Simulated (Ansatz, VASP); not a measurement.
**Two plane-wave programs on CuO**

POSCAR

```
CuO
1.0
    2.3350000000     -1.7150000000      0.0000000000
    2.3350000000      1.7150000000      0.0000000000
   -0.8476900000      0.0000000000      5.0493400000
Cu O
2 2
Direct
    0.0000000000      0.5000000000      0.0000000000
    0.5000000000      0.0000000000      0.5000000000
    0.5800000000      0.4200000000      0.2500000000
    0.4200000000      0.5800000000      0.7500000000
```

The input INCAR.step1:

```
ALGO = Normal
EDIFF = 1E-4
ENCUT = 520
GGA = PE
ISMEAR = -1
ISPIN = 2
LASPH = True
LCHARG = False
LDAU = True
LDAUJ = 0 0
LDAUL = 2 -1
LDAUTYPE = 2
LDAUU = 4 0
LMAXMIX = 4
LREAL = False
LWAVE = True
MAGMOM = 1 1 0 0
NBANDS = 29
NELM = 150
PREC = Accurate
SIGMA = 0.05
```

INCAR.step2

```
ALGO = Normal
EDIFF = 1E-6
ENCUT = 520
ISIF = 2
ISMEAR = -1
ISPIN = 2
ISTART = 1
LASPH = True
LCHARG = False
LDAU = True
LDAUJ = 0 0
LDAUL = 2 -1
LDAUPRINT = 1
LDAUTYPE = 2
LDAUU = 4 0
LMAXMIX = 4
LMIXTAU = True
LORBIT = 11
LREAL = False
LWAVE = False
MAGMOM = 1 1 0 0
METAGGA = R2SCAN
NBANDS = 29
NELM = 150
PREC = Accurate
SIGMA = 0.05
```

The input KPOINTS:

```
k-points
0
Gamma
  8 8 4
```

Input for Ansatz:

```yaml
crystal:
  lattice:
    - [2.335, -1.715, 0.0]
    - [2.335, 1.715, 0.0]
    - [-0.84769, 0.0, 5.04934]
  atoms:
    - { symbol: Cu, position: [0.0, 0.5, 0.0], spin: 1.0 }
    - { symbol: Cu, position: [0.5, 0.0, 0.5], spin: 1.0 }
    - { symbol: O, position: [0.58, 0.42, 0.25] }
    - { symbol: O, position: [0.42, 0.58, 0.75] }
magnetization:
  spin_polarized: true
hamiltonian:
  xc: r2scan
  pseudopotentials: { kind: paw }
  hubbard: { sites: [{ species: Cu, l: d, u_eff: 4.0 }] }
basis:
  ecutwfc: 500
kpoints:
  mp_grid: { grid: [8, 8, 4] }
scf:
  occupations: { method: fermi_dirac, width: 0.05 }
  lower_state_search: "off"
output:
  forces: true
  stress: true
```

Alike in both runs: task single point; functional r2SCAN; k mesh 8 × 8 × 4; occupations fermi-dirac, width 0.05 eV; collinear spin; Hubbard terms Cu d U = 4.0 eV.

|  | VASP | Ansatz |
| --- | --- | --- |
| version | VASP 6.6.1 | Ansatz 0.2.0 |
| potentials or method | VASP PAW PBE potentials, release 64 (Cu, O), cutoff 520 eV | PAW, plane waves, scalar-relativistic |
| valence electrons in the cell | 34 | 50 |

|  | VASP | Ansatz | Ansatz less VASP |
| --- | --- | --- | --- |
| pressure (GPa) | -0.7 | 2.1 | +2.83 |
| traceless stress, the component that is largest in VASP (GPa) | 0.88 | 0.46 | -0.413 |
| rms of the force components (eV/Å) | 0.000 | 0.010 | +0.0092 |
| net moment per atom (μB) | 0.50 | 0.50 | 0.000 |
| size of the moment on the site where the two differ most (μB) | 0.26 | 0.30 | +0.032 |

VASP's potentials were made for PBE, not for r2SCAN. Site moments also hang on the region over which each program counts them. The programs project onto different local orbitals, so the same U acts differently, and such runs can settle in different states. Atom by atom the forces differ by 0.009 eV/Å (rms over components). VASP's potentials hold 34 valence electrons a cell and Ansatz's 50, so a difference there can come from the potentials and not from the codes. Ansatz's warnings: stability check not made.
